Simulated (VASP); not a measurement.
Runs of VASP 6.6.1 on AgCl. The structure is that of space group Pm-3m (No. 221), or close to it. The cells are those of the table. 

```csv
cell,gap on the mesh (eV),pressure (GPa)
"a = 3.435 Å, angles 91.7°, 2 atoms",0.36,(c)
"a = 3.411 Å, 2 atoms",(a),-3.9
"a = 3.490 Å, 2 atoms",0.43,-6.3
"a = 3.501 Å, 2 atoms",0.43,-6.5
"a = 3.434 Å, angles 90.6°, 2 atoms",0.41,(b)
```

Alike in all rows: task single point; level PBEsol; potentials or basis VASP PAW PBE potentials, release 64 (Ag, Cl); no spin polarisation; k mesh 9 × 9 × 9; cutoff (eV) 520; smearing fermi-dirac 0.01 eV.

Question: Fill in the values left out.

Answer: (a) 0.45; (b) -4.7; (c) -4.6.

Caveats: the PAW data sets were made with another functional, which shifts forces and pressure a little.

A k mesh can miss the band edges, and the runs leave out spin-orbit coupling on Ag.
